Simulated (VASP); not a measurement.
**CdS: single point with PBE**

The system is CdS.

```
CELL_PARAMETERS angstrom
0.00000 2.72678 2.72678
2.72678 0.00000 2.72678
2.72678 2.72678 0.00000
ATOMIC_POSITIONS crystal
Cd 0.00000 0.00000 0.00000
S 0.50000 0.50000 0.50000
```

```yaml
Program: VASP 6.6.1
Task: single point
Functional: PBE
Potentials_or_basis: VASP PAW PBE potentials, release 64 (Cd, S)
Cutoff: 520 eV
k_mesh: 8 × 8 × 8
Occupations: fermi-dirac, width 0.02 eV
Spin: no spin polarisation
```

* Pressure: 2.2 GPa
* Band gap on the k mesh: 0.25 eV, indirect (least direct gap 1.72 eV)

Levels at points of the mesh, in eV from the valence-band top:
```
           k point  band 6  band 7  band 8  band 9  band 10  band 11  band 12  band 13
(0.00, 0.00, 0.00)   -7.63   -0.76   -0.76   -0.76     0.96     9.24     9.24     9.24
(0.50, 0.00, 0.00)   -7.42   -4.89    0.00    0.00     3.51     5.91     5.91     6.91
(0.50, 0.50, 0.00)   -6.65   -4.30   -2.17   -2.17     0.25     6.03     9.93    11.35
```

It took 22 s on 1 thread of Intel(R) Xeon(R) Platinum 8375C CPU @ 2.90GHz (Ice Lake), on a shared host, peak memory 0.17 GiB.

A k mesh can miss the band edges.
